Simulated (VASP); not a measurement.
The system is Ge.

```
Ge
1.0
    -1.84523    1.84523    1.84523
     1.84523   -1.84523    1.84523
     1.84523    1.84523   -1.84523
Ge
1
Direct
  0.00000 0.00000 0.00000
```

| Property | Result |
| --- | --- |
| Program | VASP 6.6.1 |
| Task | relaxation of cell and atoms |
| Functional | PBE |
| Potentials or basis | VASP PAW PBE potentials, release 64 (Ge_d) |
| Cutoff | 600 eV |
| k mesh | 6 × 6 × 6 |
| Occupations | gaussian, width 0.1 eV |
| Spin | no spin polarisation |

At the start: pressure -9.9 GPa; volume 25.13 Å³/atom.

Question: How do energy, volume and symmetry change on relaxing?

Answer: Over 3 steps the energy falls by 231.8 meV/atom and the volume is 19.29 Å³/atom (-23.2 %); space group Im-3m (No. 229, to 0.05 Å).

The path:
| step | energy change (eV) | largest force (eV/Å) | pressure (GPa) | volume (Å³) |
| --- | --- | --- | --- | --- |
| 1 | 0.0000 | 0.0000 | -9.90 | 25.13 |
| 2 | -0.2275 | 0.0000 | -2.05 | 19.89 |
| 3 | -0.2318 | 0.0000 | -0.16 | 19.29 |

Final structure:
```
Ge
1.0
    -1.68960    1.68960    1.68960
     1.68960   -1.68960    1.68960
     1.68960    1.68960   -1.68960
Ge
1
Direct
  0.00000 0.00000 0.00000
```

Caveat: the k points lie up to 0.44 Å⁻¹ apart in the final cell; the volume moved by over 15 % at a fixed basis, so the end points are rough.
